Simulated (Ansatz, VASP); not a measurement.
**One calculation of BaTe, two programs**

Contents of INCAR:

```
ALGO = Normal
EDIFF = 1E-6
ENCUT = 520
GGA = PE
ISIF = 2
ISMEAR = 0
LASPH = True
LCHARG = True
LELF = True
LREAL = False
LVHAR = True
LWAVE = False
NBANDS = 15
NELM = 80
PREC = Accurate
SIGMA = 0.05
```

File KPOINTS:

```
k-points
0
Gamma
  6 6 6
```

File POSCAR:

```
BaTe
1.0
    4.4755893000      0.0000000000      0.0000000000
    0.0000000000      4.4755893000      0.0000000000
    0.0000000000      0.0000000000      4.2624660000
Ba Te
1 1
Direct
    0.0000000000      0.0000000000      0.0000000000
    0.5000000000      0.5000000000      0.5000000000
```

Input for Ansatz:

```yaml
crystal:
  lattice:
    - [4.4755893, 0.0, 0.0]
    - [0.0, 4.4755893, 0.0]
    - [0.0, 0.0, 4.262466]
  atoms:
    - { symbol: Ba, position: [0.0, 0.0, 0.0] }
    - { symbol: Te, position: [0.5, 0.5, 0.5] }
basis:
  ecutwfc: 420
kpoints:
  mp_grid: { grid: [6, 6, 6] }
hamiltonian:
  xc: pbe
scf:
  occupations: { method: gaussian, width: 0.05 }
output:
  forces: true
  stress: true
  eigenvalues: true
```

Change from the starting cell: strain +0.050 along x and y, +0.000 along z, atoms carried along.

Alike in both runs: task single point; functional PBE; k mesh 6 × 6 × 6; occupations gaussian, width 0.05 eV; no spin polarisation.

|  | VASP | Ansatz |
| --- | --- | --- |
| version | VASP 6.6.1 | Ansatz 0.2.0 |
| potentials or method | VASP PAW PBE potentials, release 64 (Ba_sv, Te), cutoff 520 eV | scalar-relativistic, plane waves, PAW |
| valence electrons in the cell | 16 | 26 |

```tsv
	VASP	Ansatz	Ansatz less VASP
gap on the k mesh at the Fermi level (eV)	0.66	0.73	+0.073
least direct gap on the mesh (eV)	0.66	0.73	+0.073
pressure (GPa)	-2.4	-2.8	-0.32
traceless stress, the component that is largest in VASP (GPa)	2.11	2.11	-0.006
```

VASP's potentials hold 16 valence electrons a cell and Ansatz's 26, so a difference there can come from the potentials and not from the codes.

Neither program's run includes spin-orbit coupling.
